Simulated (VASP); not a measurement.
Write the native input for VASP 6.6.1 that does the following.

```
Task                   : single point
Functional             : PBE
Potentials or basis    : VASP PAW PBE potentials, release 64 (Te, S)
Cutoff                 : 520 eV
k mesh                 : 10 × 10 × 10
Occupations            : fermi-dirac, width 0.03 eV
Spin                   : no spin polarisation
Dipole correction      : no
Further INCAR settings : ALGO = Normal; EDIFF = 1e-06; NBANDS = 16
```

The structure of TeS2 (fluorite type) lies in POSCAR:

```
TeS2
1.0
    0.0000000000      3.2774155851      3.2774155851
    3.2774155851      0.0000000000      3.2774155851
    3.2774155851      3.2774155851      0.0000000000
Te S
1 2
Direct
    0.0000000000      0.0000000000      0.0000000000
    0.2500000000      0.2500000000      0.2500000000
    0.7500000000      0.7500000000      0.7500000000
```

These files were run (other wordings do the same):

INCAR

```
SYSTEM = TeS2
PREC = Accurate
ENCUT = 520
EDIFF = 1E-6
ISMEAR = -1
SIGMA = 0.03
LREAL = .FALSE.
LASPH = .TRUE.
NELM = 60
ALGO = Normal
ISIF = 2
LWAVE = .FALSE.
LCHARG = .FALSE.
GGA = PE
NBANDS = 16
```

KPOINTS

```
Automatic mesh
0
G
  10 10 10
  0 0 0
```

Potentials or basis: VASP PAW PBE potentials, release 64 (Te, S).

Launch:

```sh
$ cat potpaw_PBE.64/Te/POTCAR potpaw_PBE.64/S/POTCAR > POTCAR
$ mpirun -np 1 vasp_std > vasp.out
```

Results of the run:

```
Pressure               : -0.2 GPa
Band gap on the k mesh : zero (bands 9 and 10 overlap by 0.59 eV)
```

Caveat: spin-orbit coupling is left out, which moves the levels of the heavy elements.

Wall time 40 s on 1 thread of Intel(R) Xeon(R) Platinum 8259CL CPU @ 2.50GHz (Skylake/Cascade Lake), with other jobs on the host, peak memory 0.22 GiB.
